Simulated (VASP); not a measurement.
Set up this calculation in VASP 6.6.1, as the native input.

```
Task                   : single point
Functional             : PBE
Potentials or basis    : VASP PAW PBE potentials, release 64 (Sn_d, Ge_d, O)
Cutoff                 : 520 eV
k mesh                 : 8 × 8 × 8
Occupations            : gaussian, width 0.1 eV
Spin                   : no spin polarisation
Dipole correction      : no
Further INCAR settings : ALGO = Normal; EDIFF = 1e-06; NBANDS = 39
```

The structure of Sn3GeO lies in POSCAR:

```
Sn3GeO
1.0
    4.8557619332      0.0000000000      0.0000000000
    0.0000000000      4.8557619332      0.0000000000
    0.0000000000      0.0000000000      4.8557619332
Sn Ge O
3 1 1
Direct
    0.0000000000      0.5000000000      0.5000000000
    0.5000000000      0.0000000000      0.5000000000
    0.5000000000      0.5000000000      0.0000000000
    0.0000000000      0.0000000000      0.0000000000
    0.5000000000      0.5000000000      0.5000000000
```

One way to write it, as run:

INCAR

```
SYSTEM = Sn3GeO
PREC = Accurate
ENCUT = 520
EDIFF = 1E-6
ISMEAR = 0
SIGMA = 0.1
LREAL = .False.
LASPH = .True.
NELM = 80
ALGO = Normal
ISIF = 2
LWAVE = .False.
LCHARG = .True.
GGA = PE
LELF = .True.
LVHAR = .True.
NBANDS = 39
```

KPOINTS

```
Automatic mesh
0
Gamma
  8 8 8
  0 0 0
```

Potentials or basis: VASP PAW PBE potentials, release 64 (Sn_d, Ge_d, O).

Run with:

```bash
$ cat potpaw_PBE.64/Sn_d/POTCAR potpaw_PBE.64/Ge_d/POTCAR potpaw_PBE.64/O/POTCAR > POTCAR
$ mpirun -np 1 vasp_std > vasp.out
```

Results of the run:

```json
{"Pressure": "-0.1 GPa", "Band gap on the k mesh": "zero (band 31 reaches 7.22 eV, above the bottom of band 32 at 6.39 eV)"}
```

Caveat: spin-orbit coupling is left out, which moves the levels of the heavy elements.

Wall time 2.3 min on 1 thread of Intel(R) Xeon(R) Platinum 8259CL CPU @ 2.50GHz (Skylake/Cascade Lake), on a shared host, peak memory 0.28 GiB.
